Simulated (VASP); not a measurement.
Here is a VASP 6.6.1 calculation.

The input INCAR:

```
SYSTEM = BN
PREC = Accurate ; ENCUT = 520
EDIFF = 1E-6 ; ISMEAR = 0
SIGMA = 0.05 ; LREAL = .False.
LASPH = .True. ; NELM = 60
ALGO = Normal ; ISIF = 2
LWAVE = .False. ; LCHARG = .False.
GGA = PE ; NBANDS = 16
```

Contents of KPOINTS:

```
regular mesh
0
Gamma
  12 12 6
  0 0 0
```

File POSCAR:

```
BN
1.0
    2.5539396017      0.0000000000      0.0000000000
   -1.2769698009      2.2117765748      0.0000000000
    0.0000000000      0.0000000000      4.2268550000
B N
2 2
Direct
    0.5649384892      0.1298769783      0.8932618668
    0.3333333333      0.6666666667      0.4997240000
    0.6666666667      0.3333333333      0.6252760000
    0.3333333333      0.6666666667      0.1252760000
```

Potentials or basis: VASP PAW PBE potentials, release 64 (B, N).

Run with:

```bash
$ cat potpaw_PBE.64/B/POTCAR potpaw_PBE.64/N/POTCAR > POTCAR
$ mpirun -np 1 vasp_std > vasp.out
```

(1) What does it give for the largest force?

(2) Predict the band gap on the k mesh.

(3) Estimate the pressure.

## Answers

(1) 21.179 eV/Å.

(2) zero (bands 8 and 9 overlap by 0.23 eV).

(3) 51.6 GPa.

Caveat: the cell differs from its parent crystal (atom 1 (B) moved by (-0.450, -0.450) A along y and z); the stress differs along the axes, from 39 to 70 GPa; semilocal functionals underestimate gaps, and a narrow one can read as zero; forces of over 1 eV/Å act on the atoms, so gaps and moduli don't describe the material at rest.
